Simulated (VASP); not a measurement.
Wanted: the native input for a VASP 6.6.1 run.

```
Task                   : relaxation of cell and atoms
Functional             : PBE
Potentials or basis    : VASP PAW PBE potentials, release 64 (Ta_pv, Se)
Cutoff                 : 600 eV
k mesh                 : 6 × 6 × 6
Occupations            : gaussian, width 0.1 eV
Spin                   : no spin polarisation
Dipole correction      : no
Further INCAR settings : ALGO = Normal; EDIFF = 1e-07; IBRION = 2; EDIFFG = -0.01; NSW = 100; ISIF = 3
```

The structure of Ta3Se2 lies in POSCAR:

```
Ta3Se2
1.0
    3.3518096495      1.9351682034      4.8756477769
   -3.3518096495      1.9351682034      4.8756477769
    0.0000000000     -3.8703364068      4.8756477769
Ta Se
6 4
Direct
    0.9955387854      0.5044612146      0.7500000000
    0.7500000000      0.9955387854      0.5044612146
    0.5044612146      0.7500000000      0.9955387854
    0.0044612146      0.4955387854      0.2500000000
    0.2500000000      0.0044612146      0.4955387854
    0.4955387854      0.2500000000      0.0044612146
    0.8976924581      0.8976924581      0.8976924581
    0.6023075419      0.6023075419      0.6023075419
    0.1023075419      0.1023075419      0.1023075419
    0.3976924581      0.3976924581      0.3976924581
```

One way to write it, as run:

INCAR

```
PREC = Accurate
ENCUT = 600
EDIFF = 1E-7
ISMEAR = 0
SIGMA = 0.1
LREAL = False
LASPH = True
NELM = 100
ALGO = Normal
ISIF = 3
LWAVE = False
LCHARG = False
GGA = PE
IBRION = 2
NSW = 100
EDIFFG = -0.01
```

KPOINTS

```
Automatic mesh
0
Gamma
  6 6 6
```

Potentials or basis: VASP PAW PBE potentials, release 64 (Ta_pv, Se).

Run with:

```sh
$ cat potpaw_PBE.64/Ta_pv/POTCAR potpaw_PBE.64/Se/POTCAR > POTCAR
$ mpirun -np 1 vasp_std > vasp.out
```

It gave:

| Quantity | Value |
| --- | --- |
| Relaxed volume | 19.06 Å³/atom |
| Relaxed cell | a = 6.228 Å, b = 6.228 Å, c = 6.228 Å, α = 65.32°, β = 65.32°, γ = 65.32° |
| Space group after relaxing (to 0.05 Å) | R-3c (No. 167) |
| Energy gained by relaxing | 0.4 meV/atom |
| Ionic steps | 6 |
| Pressure after relaxing | 0.0 GPa |
| Largest force after relaxing | 0.004 eV/Å |
| Band gap on the k mesh | zero (band 45 reaches 6.69 eV, above the bottom of band 46 at 5.63 eV) |

Caveat: spin-orbit coupling is left out, which moves the levels of the heavy elements.

Run time: 17 min on 1 thread of Intel(R) Xeon(R) 6975P-C (Granite Rapids) (shared host), peak memory 0.58 GiB.
